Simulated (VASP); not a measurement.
# MnSb (P6_3/mmc) in VASP: settings compared, part 2 of 2

VASP 6.6.1.

## (3) Single point, PBE+D3(BJ), collinear spin, ferromagnetic start

This run uses another cell than the first one, of 19.12 Å³/atom.

INCAR reads:

```
PREC = Accurate
ENCUT = 520
EDIFF = 1E-6
ISMEAR = -1
SIGMA = 0.05
LREAL = False
LASPH = True
NELM = 150
ALGO = Normal
ISIF = 2
LWAVE = False
LCHARG = False
ISPIN = 2
MAGMOM = 0 0 4 4
LORBIT = 11
LMAXMIX = 4
GGA = PE
IVDW = 12
NBANDS = 30
```

KPOINTS reads:

```
Automatic mesh
0
Gamma
  7 7 5
```

POSCAR reads:

```
MnSb
1.0
    4.0131191281      0.0000000000      0.0000000000
   -2.0065595641      3.4754631134      0.0000000000
    0.0000000000      0.0000000000      5.4847678559
Sb Mn
2 2
Direct
    0.6666666667      0.3333333333      0.7500000000
    0.3333333333      0.6666666667      0.2500000000
    0.0000000000      0.0000000000      0.5000000000
    0.0000000000      0.0000000000      0.0000000000
```

Potentials or basis: VASP PAW PBE potentials, release 64 (Sb, Mn_pv).

Launch:

```
cat potpaw_PBE.64/Sb/POTCAR potpaw_PBE.64/Mn_pv/POTCAR > POTCAR
mpirun -np 1 vasp_std > vasp.out
```

Wall time 4.2 min (1 thread of Intel Xeon 8259CL, shared host); peak memory 0.27 GiB.

It converged, with:

```
Free energy                                           : -28.0804 eV
Pressure                                              : -0.1 GPa
Net moment                                            : 5.89 μB per cell
Site moments                                          : Sb -0.12; Mn +2.99 μB
Valence electrons inside the program's atomic spheres : Sb 2.50; Mn 11.67
Dispersion energy per atom                            : -0.438 eV
```

Levels at points of the mesh, in eV from the Fermi level:
Spin up:
| k point | band 17 | band 18 | band 19 | band 20 | band 21 | band 22 | band 23 | band 24 | band 25 | band 26 |
| --- | --- | --- | --- | --- | --- | --- | --- | --- | --- | --- |
| (0.00, 0.00, 0.00) | -1.55 | -1.55 | 0.11 | 0.59 | 0.59 | 2.75 | 2.75 | 3.14 | 3.15 | 5.61 |
Spin down:
```
           k point  band 12  band 13  band 14  band 15  band 16  band 17  band 18  band 19
(0.00, 0.00, 0.00)    -1.36    -0.39    -0.39     0.04     0.04     0.70     0.70     1.38
```

Caveat: spin-orbit coupling is left out, which moves the levels of the heavy elements; only a ferromagnetic start was run, and an antiferromagnetic order may lie lower in energy.

## (4) Single point, PBE+D4, collinear spin, ferromagnetic start

This run uses another cell than the first one, of 19.15 Å³/atom.

INCAR reads:

```
PREC = Accurate ; ENCUT = 520
EDIFF = 1E-7 ; ISMEAR = -1
SIGMA = 0.05 ; LREAL = F
LASPH = T ; NELM = 150
ALGO = Normal ; ISIF = 2
LWAVE = F ; LCHARG = F
ISPIN = 2 ; MAGMOM = 0 0 4 4
LORBIT = 11 ; LMAXMIX = 4
GGA = PE ; IVDW = 13
NBANDS = 30
```

KPOINTS reads:

```
regular mesh
0
Gamma
  7 7 5
```

POSCAR reads:

```
MnSb
1.0
    4.0123851166      0.0000000000      0.0000000000
   -2.0061925583      3.4748274407      0.0000000000
    0.0000000000      0.0000000000      5.4935480669
Sb Mn
2 2
Direct
    0.6666666667      0.3333333333      0.7500000000
    0.3333333333      0.6666666667      0.2500000000
    0.0000000000      0.0000000000      0.5000000000
    0.0000000000      0.0000000000      0.0000000000
```

Launch:

```
cat potpaw_PBE.64/Sb/POTCAR potpaw_PBE.64/Mn_pv/POTCAR > POTCAR
mpirun -np 1 vasp_std > vasp.out
```

It took 4.8 min on 1 thread of Intel Xeon 8259CL, shared host; peak memory 0.26 GiB.

The run converged. Its results:

| Property | Result |
| --- | --- |
| Free energy | -28.2132 eV |
| Pressure | -0.1 GPa |
| Net moment | 5.90 μB per cell |
| Site moments | Sb -0.12; Mn +2.99 μB |
| Valence electrons inside the program's atomic spheres | Sb 2.50; Mn 11.67 |
| Dispersion energy per atom | -0.471 eV |

Levels at points of the mesh, in eV from the Fermi level:
Spin up:
| k point | band 19 | band 20 | band 21 | band 22 | band 23 | band 24 |
| --- | --- | --- | --- | --- | --- | --- |
| (0.00, 0.00, 0.00) | 0.09 | 0.59 | 0.59 | 2.75 | 2.75 | 3.14 |
Spin down:
```tsv
k point	band 11	band 12	band 13	band 14	band 15	band 16	band 17	band 18	band 19	band 20
(0.00, 0.00, 0.00)	-2.91	-1.34	-0.38	-0.38	0.04	0.04	0.71	0.71	1.38	1.38
```

Caveat: spin-orbit coupling is left out, which moves the levels of the heavy elements; only a ferromagnetic start was run, and an antiferromagnetic order may lie lower in energy.

## (5) Relaxation of cell and atoms, PBE+D4, collinear spin, ferromagnetic start

This run uses another cell than the first one, of 21.55 Å³/atom.

INCAR reads:

```
SYSTEM = MnSb
PREC     = Accurate       ! precision mode
ENCUT    = 600            ! plane-wave cutoff, eV
EDIFF    = 1E-6           ! SCF threshold, eV
ISMEAR   = -1             ! smearing method
SIGMA    = 0.05           ! smearing width, eV
LREAL    = .False.        ! projectors in reciprocal space
LASPH    = .True.         ! aspherical terms in the spheres
NELM     = 150            ! most SCF steps
ALGO     = Normal         ! electronic algorithm
ISIF     = 3              ! what is computed and relaxed
LWAVE    = .False.        ! write WAVECAR
LCHARG   = .False.        ! write CHGCAR
ISPIN    = 2              ! spin polarisation
MAGMOM   = 0 0 4 4        ! initial moments
LORBIT   = 11             ! projections on sites
LMAXMIX  = 4              ! l up to which the mixer works
GGA      = PE             ! functional
IVDW     = 13             ! dispersion correction
IBRION   = 2              ! ionic algorithm
NSW      = 60             ! ionic steps
EDIFFG   = -0.01          ! ionic threshold
```

KPOINTS reads:

```
regular mesh
0
Gamma
  7 7 5
  0 0 0
```

POSCAR reads:

```
MnSb
1.0
    4.1500000000      0.0000000000      0.0000000000
   -2.0750000000      3.5940054257      0.0000000000
    0.0000000000      0.0000000000      5.7800000000
Sb Mn
2 2
Direct
    0.6666666667      0.3333333333      0.7500000000
    0.3333333333      0.6666666667      0.2500000000
    0.0000000000      0.0000000000      0.5000000000
    0.0000000000      0.0000000000      0.0000000000
```

Launch:

```
cat potpaw_PBE.64/Sb/POTCAR potpaw_PBE.64/Mn_pv/POTCAR > POTCAR
mpirun -np 1 vasp_std > vasp.out
```

Wall time 17 min (1 thread of Intel Xeon 8259CL, shared host); peak memory 0.35 GiB.

It converged, with:

```
Free energy                                           : -28.2159 eV
Relaxed volume                                        : 19.13 Å³/atom
Relaxed cell                                          : a = 4.010 Å, b = 4.010 Å, c = 5.494 Å, α = 90.00°, β = 90.00°, γ = 120.00°
Space group after relaxing (to 0.1 Å)                 : P6_3/mmc (No. 194)
Energy gained by relaxing                             : 52.1 meV/atom
Ionic steps                                           : 6
Pressure after relaxing                               : 0.0 GPa
Net moment                                            : 5.90 μB per cell
Site moments                                          : Sb -0.12; Mn +2.99 μB
Valence electrons inside the program's atomic spheres : Sb 2.50; Mn 11.67
Dispersion energy per atom                            : -0.471 eV
```

Step by step:
| step | energy change (eV) | largest force (eV/Å) | pressure (GPa) | volume (Å³) |
| --- | --- | --- | --- | --- |
| 1 | 0.0000 | 0.0000 | -6.17 | 86.21 |
| 2 | -0.2072 | 0.0000 | 0.24 | 76.26 |
| 3 | -0.2073 | 0.0000 | -0.02 | 76.50 |
| 4 | -0.2081 | 0.0000 | 0.02 | 76.51 |
| 5 | -0.2085 | 0.0000 | -0.11 | 76.53 |
| 6 | -0.2085 | 0.0000 | -0.04 | 76.52 |

Final structure:
```yaml
crystal:
  lattice:
    - [4.01043, 0.00000, 0.00000]
    - [-2.00521, 3.47313, 0.00000]
    - [0.00000, 0.00000, 5.49401]
  atoms:
    - { symbol: Sb, position: [0.66667, 0.33333, 0.75000] }
    - { symbol: Sb, position: [0.33333, 0.66667, 0.25000] }
    - { symbol: Mn, position: [0.00000, 0.00000, 0.50000] }
    - { symbol: Mn, position: [0.00000, 0.00000, 0.00000] }
```

Levels at points of the mesh, in eV from the Fermi level:
Spin up:
```
           k point  band 17  band 18  band 19  band 20  band 21  band 22  band 23  band 24  band 25  band 26
(0.00, 0.00, 0.00)    -1.56    -1.56     0.09     0.60     0.60     2.76     2.76     3.14     3.16     5.62
```
Spin down:
```
           k point  band 12  band 13  band 14  band 15  band 16  band 17  band 18  band 19
(0.00, 0.00, 0.00)    -1.35    -0.39    -0.39     0.04     0.04     0.71     0.71     1.38
```

Caveat: spin-orbit coupling is left out, which moves the levels of the heavy elements; only a ferromagnetic start was run, and an antiferromagnetic order may lie lower in energy.

## (6) Single point, PBE, collinear spin, ferromagnetic start

This run uses another cell than the first one, of 21.55 Å³/atom.

INCAR reads:

```
SYSTEM = MnSb
PREC = Accurate ; ENCUT = 520
EDIFF = 1E-6 ; ISMEAR = -1
SIGMA = 0.05 ; LREAL = .FALSE.
LASPH = .TRUE. ; NELM = 150
ALGO = Normal ; ISIF = 2
LWAVE = .FALSE. ; LCHARG = .FALSE.
ISPIN = 2 ; MAGMOM = 0 0 4 4
LORBIT = 11 ; LMAXMIX = 4
GGA = PE ; NBANDS = 30
```

KPOINTS reads:

```
regular mesh
0
G
  3 3 2
  0 0 0
```

POSCAR is that of step 5.

Potentials or basis: VASP PAW PBE potentials, release 64 (Sb, Mn_pv).

Launch:

```
cat potpaw_PBE.64/Sb/POTCAR potpaw_PBE.64/Mn_pv/POTCAR > POTCAR
mpirun -np 1 vasp_std > vasp.out
```

It took 21 s on 1 thread of Intel Xeon 6975P-C (Granite Rapids), shared host; peak memory 0.24 GiB.

It converged, with:

- Free energy: -26.1333 eV
- Pressure: -3.6 GPa
- Net moment: 6.44 μB per cell
- Site moments: Sb -0.14; Mn +3.31 μB
- Valence electrons inside the program's atomic spheres: Sb 2.44; Mn 11.52

Stress tensor (GPa, compression positive):
```
-3.96  0.00  0.00
 0.00 -3.96  0.00
 0.00  0.00 -2.98
```

Levels at points of the mesh, in eV from the Fermi level:
Spin up:
| k point | band 17 | band 18 | band 19 | band 20 | band 21 | band 22 | band 23 | band 24 | band 25 | band 26 |
| --- | --- | --- | --- | --- | --- | --- | --- | --- | --- | --- |
| (0.00, 0.00, 0.00) | -1.98 | -1.98 | -0.65 | 0.28 | 0.28 | 2.06 | 2.06 | 2.39 | 2.78 | 4.09 |
| (0.00, 0.00, 0.50) | -2.65 | -2.65 | -0.80 | -0.80 | 1.52 | 1.52 | 1.52 | 1.52 | 4.36 | 4.36 |
Spin down:
| k point | band 10 | band 11 | band 12 | band 13 | band 14 | band 15 | band 16 | band 17 | band 18 | band 19 |
| --- | --- | --- | --- | --- | --- | --- | --- | --- | --- | --- |
| (0.00, 0.00, 0.00) | -2.66 | -2.66 | -1.07 | -0.22 | -0.22 | 0.10 | 0.10 | 0.30 | 0.30 | 1.22 |
| (0.00, 0.00, 0.50) | -2.22 | -1.85 | -1.85 | -1.85 | -1.85 | 0.31 | 0.31 | 0.31 | 0.31 | 0.61 |

Caveat: the k points lie up to 0.58 Å⁻¹ apart; spin-orbit coupling is left out, which moves the levels of the heavy elements; only a ferromagnetic start was run, and an antiferromagnetic order may lie lower in energy.

## (7) Summary

| task | level | cell | k mesh | cutoff (eV) | gap on the mesh (eV) | pressure (GPa) | moment (μB) |
| --- | --- | --- | --- | --- | --- | --- | --- |
| single point | PBEsol+D3(BJ) | a = 3.927, b = 3.927, c = 5.337 Å, angles 90.0, 90.0, 120.0°, 4 atoms | 7 × 7 × 5 | 520 | none | 0.0 | 5.12 |
| single point | PBE+D3(BJ) | a = 4.013, b = 4.013, c = 5.485 Å, angles 90.0, 90.0, 120.0°, 4 atoms | 7 × 7 × 5 | 520 | none | -0.1 | 5.89 |
| single point | PBE+D4 | a = 4.012, b = 4.012, c = 5.494 Å, angles 90.0, 90.0, 120.0°, 4 atoms | 7 × 7 × 5 | 520 | none | -0.1 | 5.90 |
| relaxation of cell and atoms | PBE+D4 | relaxed from a = 4.150, b = 4.150, c = 5.780 Å, angles 90.0, 90.0, 120.0°, 4 atoms | 7 × 7 × 5 | 600 | none | 0.0 | 5.90 |
| single point | PBE | a = 4.150, b = 4.150, c = 5.780 Å, angles 90.0, 90.0, 120.0°, 4 atoms | 3 × 3 × 2 | 520 | none | -3.6 | 6.44 |

Alike in all rows: potentials or basis VASP PAW PBE potentials, release 64 (Sb, Mn_pv); spin collinear, ferromagnetic start; smearing fermi-dirac 0.05 eV.

Caveats: some runs use coarse meshes; spin-orbit coupling is left out, which moves the levels of the heavy elements; only a ferromagnetic start was run, and an antiferromagnetic order may lie lower in energy; the PAW data sets were made with another functional, which shifts forces and pressure a little (at least some runs).

Total energies depend on the potentials used, so only differences within one code and one set of settings carry meaning.
